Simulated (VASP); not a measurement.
# TaN (Fm-3m) in VASP: a series of runs, part 2 of 2

VASP 6.6.1. The steps go on from the part before.

### Step 3. Single point, PBE

INCAR reads:

```
SYSTEM = TaN
PREC = Accurate
ENCUT = 520
EDIFF = 1E-6
ISMEAR = 1
SIGMA = 0.1
LREAL = .False.
LASPH = .True.
NELM = 100
ALGO = Normal
ISIF = 2
LWAVE = .False.
LCHARG = .False.
GGA = PE
NBANDS = 15
```

KPOINTS reads:

```
Automatic mesh
0
Gamma
  11 11 11
  0 0 0
```

POSCAR reads:

```
TaN
1.0
    3.0815710000      0.0000000000      0.0000000000
    1.5407855000      2.6687187696      0.0000000000
    1.5407855000      0.8895729232      2.5160921854
Ta N
1 1
Direct
    0.5000000000      0.5000000000      0.5000000000
    0.0000000000      0.0000000000      0.0000000000
```

Potentials or basis: VASP PAW PBE potentials, release 64 (Ta_pv, N).

Run with:

```bash
> cat potpaw_PBE.64/Ta_pv/POTCAR potpaw_PBE.64/N/POTCAR > POTCAR
> mpirun -np 1 vasp_std > vasp.out
```

OUTCAR:

```text
SYSTEM = TaN
   PREC = Accurate
   ENCUT = 520
   EDIFF = 1E-6
   ISMEAR = 1
   LREAL = .False.
   LASPH = .True.
   NELM = 100
   ISIF = 2
   GGA = PE

 ion  position               nearest neighbor table
   1  0.500  0.500  0.500-   2 2.18   2 2.18   2 2.18   2 2.18   2 2.18   2 2.18
   2  0.000  0.000  0.000-   1 2.18   1 2.18   1 2.18   1 2.18   1 2.18   1 2.18

  LATTYP: Found a face centered cubic cell.
 ALAT       =     4.3579995017

  Lattice vectors:

 A1 = (   3.0815710000,   0.0000000000,   0.0000000000)
 A2 = (   1.5407855000,   2.6687187696,   0.0000000000)
 A3 = (   1.5407855000,   0.8895729232,   2.5160921854)

Analysis of symmetry for initial positions (statically):
=====================================================================
 Subroutine PRICEL returns:
 Original cell was already a primitive cell.

 Routine SETGRP: Setting up the symmetry group for a
 face centered cubic supercell.

 Subroutine GETGRP returns: Found 48 space group operations
 (whereof 48 operations were pure point group operations)
 out of a pool of 48 trial point group operations.

The static configuration has the point symmetry O_h .

Analysis of symmetry for dynamics (positions and initial velocities):
=====================================================================
 Subroutine PRICEL returns:
 Original cell was already a primitive cell.

 Routine SETGRP: Setting up the symmetry group for a
 face centered cubic supercell.

 Subroutine GETGRP returns: Found 48 space group operations
 (whereof 48 operations were pure point group operations)
 out of a pool of 48 trial point group operations.

The dynamic configuration has the point symmetry O_h .

 Subroutine INISYM returns: Found 48 space group operations
 (whereof 48 operations are pure point group operations),
 and found     1 'primitive' translations

----------------------------------------------------------------------------------------

                                     Primitive cell

  volume of cell :      20.6920

  direct lattice vectors                    reciprocal lattice vectors
     3.081571000  0.000000000  0.000000000     0.324509804 -0.187355822 -0.132480573
     1.540785500  2.668718770  0.000000000     0.000000000  0.374711645 -0.132480573
     1.540785500  0.889572923  2.516092185     0.000000000  0.000000000  0.397441718

  length of vectors
     3.081571000  3.081571000  3.081571000     0.397441718  0.397441718  0.397441718

  position of ions in fractional coordinates (direct lattice)
     0.500000000  0.500000000  0.500000000
     0.000000000  0.000000000  0.000000000

  ion indices of the primitive-cell ions
   primitive index   ion index
                 1           1
                 2           2

----------------------------------------------------------------------------------------

 KPOINTS: Automatic mesh

Automatic generation of k-mesh.
 Grid dimensions read from file:
 generate k-points for:   11   11   11

 Generating k-lattice:

  Cartesian coordinates                     Fractional coordinates (reciprocal lattice)
     0.029500891 -0.017032347 -0.012043688     0.090909091  0.000000000  0.000000000
     0.000000000  0.034064695 -0.012043688     0.000000000  0.090909091 -0.000000000
     0.000000000  0.000000000  0.036131065     0.000000000  0.000000000  0.090909091

  Length of vectors
     0.036131065  0.036131065  0.036131065

  Shift w.r.t. Gamma in fractional coordinates (k-lattice)
     0.000000000  0.000000000  0.000000000

[... 36 lines left out ...]
   dimension x,y,z NGXF=    48 NGYF=   48 NGZF=   48
   ions per type =               1   1
   NGX,Y,Z   is equivalent  to a cutoff of  12.95, 12.95, 12.95 a.u.
   NGXF,Y,Z  is equivalent  to a cutoff of  25.90, 25.90, 25.90 a.u.
 SYSTEM =  TaN
   PREC   = accura    normal or accurate (medium, high low for compatibility)
   ISTART =      0    job   : 0-new  1-cont  2-samecut
   ICHARG =      2    charge: 1-file 2-atom 10-const
   ISPIN  =      1    spin polarized calculation?
   LNONCOLLINEAR =      F non collinear calculations
   LSORBIT =      F    spin-orbit coupling
   LASPH  =      T    aspherical Exc in radial PAW
   ENCUT  =  520.0 eV  38.22 Ry    6.18 a.u.   5.73  5.73  5.73*2*pi/ulx,y,z
   NELM   =    100;   NELMIN=  2; NELMDL= -5     # of ELM steps
   EDIFF  = 0.1E-05   stopping-criterion for ELM
   LREAL  =      F    real-space projection
   EDIFFG = 0.1E-04   stopping-criterion for IOM
   NSW    =      0    number of steps for IOM
   IBRION =     -1    ionic relax: 0-MD 1-quasi-New 2-CG
   NFREE  =      0    steps in history (QN), initial steepest desc. (CG)
   ISIF   =      2    stress and relaxation
   ISYM   =      2    0-nonsym 1-usesym 2-fastsym
   POTIM  = 0.5000    time-step for ionic-motion
   TEBEG  =    0.0;   TEEND  =   0.0 temperature during run
   PSTRESS=    0.0 pullay stress
   NELECT =      16.0000    total number of electrons
   NUPDOWN=      -1.0000    fix difference up-down
   EMIN   =  10.00;   EMAX   =-10.00  energy-range for DOS
   EFERMI =   0.00;   METHOD = LEGACY
   ISMEAR =     1;   SIGMA  =   0.10  broadening in eV -4-tet -1-fermi 0-gaus
   EFERMI_NEDOS =   21; number of points for ismear=-14 and -15
   IALGO  =     38    algorithm
   IMIX   =      4    mixing-type and parameters
     AMIX     =   0.40;   BMIX     =  1.00
     AMIX_MAG =   1.60;   BMIX_MAG =  1.00
  volume/ion in A,a.u.               =      10.35        69.82
  Fermi-wavevector in a.u.,A,eV,Ry     =   1.502615  2.839530 30.719929  2.257851
  Thomas-Fermi vector in A             =   2.613832
   LORBIT       =      0    0 simple, 1 ext, 2 COOP (PROOUT), +10 PAW based schemes
   GGA     = PE    functional components
   LHFCALC =     F    Hartree Fock is set to
   AEXX    =    0.0000 exact exchange contribution
   IVDW    =     0    specifies the selected vdW correction
   LEPSILON=     F    determine dielectric tensor
   LRPA    =     F    only Hartree local field effects (RPA)
 non-spin polarized calculation
 Methfessel and Paxton  Order N= 1 SIGMA  =   0.10
  energy-cutoff  :      520.00
  volume of cell :       20.69
 maximum number of plane-waves:       568
   NGX = 11   NGY = 11   NGZ = 11

 number of electron      16.0000000 magnetization

 Free energy of the ion-electron system (eV)
  ---------------------------------------------------
  ext. energy  EPLUGINS =         0.00000000
  ---------------------------------------------------
  free energy    TOTEN  =       -21.77821648 eV

  energy without entropy =      -21.78002884  energy(sigma->0) =      -21.77882060

 E-fermi :   9.9297     XC(G=0): -13.5897

 val. band max:        9.9286203994   @ k =   0.0000   0.0000   0.0000
 cond. band min:       9.9868968576   @ k =   0.2727   0.1818   0.0909
 fundamental gap:      0.0582764582
 Fermi energy:         9.9297081610

 k-point     1 :       0.0000    0.0000    0.0000
  band No.  band energies     occupation
      1     -25.8675      2.00000
      2     -25.8675      2.00000
      3     -25.8675      2.00000
      4      -9.2304      2.00000
      5       5.9545      2.00000
      6       5.9545      2.00000
      7       5.9545      2.00000
      8       7.6757      2.00000
      9       7.6757      2.00000
     10       7.6757      2.00000
     11       9.9286      1.01841
     12       9.9286      1.01841
     13      11.6166     -0.00000
     14      19.2737      0.00000
[... 401 lines left out ...]
      2     -26.0682      2.00000
      3     -25.9048      2.00000
      4      -7.5031      2.00000
      5       1.4153      2.00000
      6       2.8349      2.00000
      7       3.6554      2.00000
      8       9.1336      2.00000
      9       9.5283      2.00000
     10      11.3128     -0.00000
     11      11.8626     -0.00000
     12      15.6976      0.00000
     13      15.9867      0.00000
     14      22.2707      0.00000
     15      23.3888      0.00000

 [... further k-points ...]

------------------------ aborting loop because EDIFF is reached ----------------------------------------

  FORCE on cell =-STRESS in cart. coord.  units (eV):
  Direction    XX          YY          ZZ          XY          YZ          ZX
  --------------------------------------------------------------------------------------
  -------------------------------------------------------------------------------------
  Total        2.0040618      2.0040618      2.0040618     -0.0000000      0.0000000      0.0000000
  in kB      155.1744304    155.1744304    155.1744304     -0.0000000      0.0000000      0.0000000
  external PRESSURE =     155.1744304 kB  Pullay stress =       0.0000000 kB

 VOLUME and BASIS-vectors are now :
 -----------------------------------------------------------------------------
  energy-cutoff  :      520.00
  volume of cell :       20.69
      direct lattice vectors                 reciprocal lattice vectors
     3.081571000  0.000000000  0.000000000     0.324509804 -0.187355822 -0.132480573
     1.540785500  2.668718770  0.000000000     0.000000000  0.374711645 -0.132480573
     1.540785500  0.889572923  2.516092185     0.000000000  0.000000000  0.397441718

 POSITION                                       TOTAL-FORCE (eV/Angst)
 -----------------------------------------------------------------------------------
      3.08157      1.77915      1.25805        -0.000000      0.000000      0.000000
      0.00000      0.00000      0.00000         0.000000     -0.000000      0.000000
 -----------------------------------------------------------------------------------
    total drift:                               -0.000000      0.000000     -0.000000

  FREE ENERGIE OF THE ION-ELECTRON SYSTEM (eV)
  ---------------------------------------------------
  free  energy   TOTEN  =       -21.7782164824 eV

  energy  without entropy=      -21.7800288440  energy(sigma->0) =      -21.77882060
```

Run time: 22 s. Hardware: 1 thread of Intel Xeon 8259CL, shared host; peak memory 0.15 GiB.

Results:

- Free energy: -21.7782 eV
- Pressure: 15.5 GPa
- Band gap on the k mesh: zero (band 8 reaches 11.61 eV, above the bottom of band 9 at 7.68 eV)

Caveat: spin-orbit coupling is left out, which moves the levels of the heavy elements.
